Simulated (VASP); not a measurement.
A run of VASP 6.6.1:

File INCAR:

```
PREC     = Accurate       # precision mode
ENCUT    = 520            # plane-wave cutoff, eV
EDIFF    = 1E-6           # SCF threshold, eV
ISMEAR   = -1             # smearing method
SIGMA    = 0.1            # smearing width, eV
LREAL    = False          # projectors in reciprocal space
LASPH    = True           # aspherical terms in the spheres
NELM     = 80             # most SCF steps
ALGO     = Normal         # electronic algorithm
ISIF     = 2              # what is computed and relaxed
LWAVE    = False          # write WAVECAR
LCHARG   = True           # write CHGCAR
GGA      = B5             # functional
ALDAX    = 1.0          
AGGAX    = 1.0          
AGGAC    = 1.0          
ALDAC    = 0.0          
LELF     = True           # ELF
LVHAR    = True         
NBANDS   = 15             # bands
```

File KPOINTS:

```
Automatic mesh
0
Gamma
  12 12 12
```

File POSCAR:

```
Fe
1.0
    0.0000000000      2.3686123378      2.3686123378
    2.3686123378      0.0000000000      2.3686123378
    2.3686123378      2.3686123378      0.0000000000
Fe
2
Direct
    0.1250000000      0.1250000000      0.1250000000
    0.8750000000      0.8750000000      0.8750000000
```

Potentials or basis: VASP PAW PBE potentials, release 64 (Fe).

The run is started by

```sh
$ cat potpaw_PBE.64/Fe/POTCAR > POTCAR
$ mpirun -np 1 vasp_std > vasp.out
```

Hardware: 1 thread of Intel(R) Xeon(R) Platinum 8259CL CPU @ 2.50GHz (Skylake/Cascade Lake), with other jobs on the host.

Question: How long does it take, and how much memory?

Answer: Run time: 73 s on 1 thread of Intel(R) Xeon(R) Platinum 8259CL CPU @ 2.50GHz (Skylake/Cascade Lake) (shared host), peak memory 0.16 GiB. Counts: scf iterations 12, k points 72.
